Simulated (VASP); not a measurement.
Set up this calculation in VASP 6.6.1, as the native input.

```
Task                   : relaxation of cell and atoms
Functional             : PBE
Potentials or basis    : VASP PAW PBE potentials, release 64 (Nb_sv)
Cutoff                 : 600 eV
k mesh                 : 6 × 6 × 6
Occupations            : gaussian, width 0.1 eV
Spin                   : no spin polarisation
Dipole correction      : no
Further INCAR settings : ALGO = Normal; EDIFF = 1e-06; IBRION = 2; EDIFFG = -0.04; NSW = 90; ISIF = 3
```

The structure of Nb lies in POSCAR:

```
Nb
1.0
    1.8112095488      1.0457023205      3.3586709567
   -1.8112095488      1.0457023205      3.3586709567
    0.0000000000     -2.0914046411      3.3586709567
Nb
2
Direct
    0.2275400000      0.2275400000      0.2275400000
    0.7724600000      0.7724600000      0.7724600000
```

These files were run (other wordings do the same):

INCAR

```
SYSTEM = Nb
PREC = Accurate ; ENCUT = 600
EDIFF = 1E-6 ; ISMEAR = 0
SIGMA = 0.1 ; LREAL = .False.
LASPH = .True. ; NELM = 60
ALGO = Normal ; ISIF = 3
LWAVE = .False. ; LCHARG = .False.
GGA = PE ; IBRION = 2
NSW = 90 ; EDIFFG = -0.04
```

KPOINTS

```
Automatic mesh
0
Gamma
  6 6 6
  0 0 0
```

Potentials or basis: VASP PAW PBE potentials, release 64 (Nb_sv).

Command:

```bash
$ cat potpaw_PBE.64/Nb_sv/POTCAR > POTCAR
$ mpirun -np 1 vasp_std > vasp.out
```

Results of the run:

```
Relaxed volume                         : 18.68 Å³/atom
Relaxed cell                           : a = 4.697 Å, b = 4.697 Å, c = 4.697 Å, α = 39.27°, β = 39.27°, γ = 39.27°
Space group after relaxing (to 0.05 Å) : R-3m (No. 166)
Energy gained by relaxing              : 1219.5 meV/atom
Ionic steps                            : 14
Pressure after relaxing                : 0.0 GPa
Largest force after relaxing           : 0.035 eV/Å
Band gap on the k mesh                 : zero (band 13 reaches 11.96 eV, above the bottom of band 14 at 10.27 eV)
```

It took 3.8 min on 1 thread of Intel(R) Xeon(R) Platinum 8375C CPU @ 2.90GHz (Ice Lake), with other jobs on the host, peak memory 0.2 GiB.
